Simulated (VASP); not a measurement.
Wanted: the native input for a VASP 6.6.1 run.

```
Task                   : single point
Functional             : PBE
Potentials or basis    : VASP PAW PBE potentials, release 64 (Al, B, Sb)
Cutoff                 : 500 eV
k mesh                 : 4 × 4 × 3
Occupations            : gaussian, width 0.2 eV
Spin                   : no spin polarisation
Dipole correction      : no
Further INCAR settings : ALGO = Normal; EDIFF = 1e-06; NBANDS = 19
```

The structure of Al3B2Sb lies in POSCAR:

```
Al3B2Sb
1.0
    5.0322743838      0.0000000031      0.0000000000
   -2.5161371946      4.3580774536      0.0000000000
    0.0000000000      0.0000000000      6.2238485958
Al B Sb
3 2 1
Direct
    0.6006798935      0.0000000000      0.0000000000
    0.0000000000      0.6006798935      0.0000000000
    0.3993201065      0.3993201065      0.0000000000
    0.0000000000      0.0000000000      0.1361314691
    0.0000000000      0.0000000000      0.8638685309
    0.0000000000      0.0000000000      0.5000000000
```

The cell was built from a structure type or drawn by symmetry, and may not be a known phase.

The input as run:

INCAR

```
SYSTEM = Al3B2Sb
PREC     = Accurate       ! precision mode
ENCUT    = 500            ! plane-wave cutoff, eV
EDIFF    = 1E-6           ! SCF threshold, eV
ISMEAR   = 0              ! smearing method
SIGMA    = 0.2            ! smearing width, eV
LREAL    = .FALSE.        ! projectors in reciprocal space
LASPH    = .TRUE.         ! aspherical terms in the spheres
NELM     = 120            ! most SCF steps
ALGO     = Normal         ! electronic algorithm
ISIF     = 2              ! what is computed and relaxed
LWAVE    = .FALSE.        ! write WAVECAR
LCHARG   = .TRUE.         ! write CHGCAR
GGA      = PE             ! functional
LELF     = .TRUE.         ! ELF
LVHAR    = .TRUE.       
NBANDS   = 19             ! bands
GGA_COMPAT= .FALSE.
```

KPOINTS

```
regular mesh
0
G
  4 4 3
  0 0 0
```

Potentials or basis: VASP PAW PBE potentials, release 64 (Al, B, Sb).

Launch:

```console
$ cat potpaw_PBE.64/Al/POTCAR potpaw_PBE.64/B/POTCAR potpaw_PBE.64/Sb/POTCAR > POTCAR
$ mpirun -np 1 vasp_std > vasp.out
```

Results of the run:

```json
{
  "Pressure": "0.3 GPa",
  "Largest force": "0.026 eV/Å",
  "Band gap on the k mesh": "zero (bands 10 and 11 overlap by 1.33 eV)"
}
```

Caveat: the k points lie up to 0.36 Å⁻¹ apart, too coarse for converged energies and pressures of a metal; spin-orbit coupling is left out, which moves the levels of the heavy elements.

Run time: 31 s on 1 thread of Intel(R) Xeon(R) Platinum 8488C (Sapphire Rapids), with other jobs on the host, peak memory 0.25 GiB.
